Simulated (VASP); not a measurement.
Here is a VASP 6.6.1 calculation.

File INCAR:

```
PREC     = Accurate       # precision mode
ENCUT    = 520            # plane-wave cutoff, eV
EDIFF    = 1E-7           # SCF threshold, eV
ISMEAR   = 0              # smearing method
SIGMA    = 0.1            # smearing width, eV
LREAL    = False          # projectors in reciprocal space
LASPH    = True           # aspherical terms in the spheres
NELM     = 80             # most SCF steps
ALGO     = Normal         # electronic algorithm
ISIF     = 2              # what is computed and relaxed
LWAVE    = False          # write WAVECAR
LCHARG   = False          # write CHGCAR
GGA      = PE             # functional
NBANDS   = 13             # bands
```

The input KPOINTS:

```
Automatic mesh
0
Gamma
  18 18 18
```

Contents of POSCAR:

```
Mo
1.0
    0.0000000000      2.0797218000      2.0797218000
    2.0797218000      0.0000000000      2.0797218000
    2.0797218000      2.0797218000      0.0000000000
Mo
1
Direct
    0.0000000000      0.0000000000      0.0000000000
```

Potentials or basis: VASP PAW PBE potentials, release 64 (Mo_sv).

Command:

```console
$ cat potpaw_PBE.64/Mo_sv/POTCAR > POTCAR
$ mpirun -np 1 vasp_std > vasp.out
```

Q: What does it give for the band gap on the k mesh?

A: Zero (bands 7 and 8 overlap by 3.94 eV).

Q: Predict the pressure.

A: -21.5 GPa.

Caveat: the cell differs from its parent crystal (strained); the cell stands under tension.
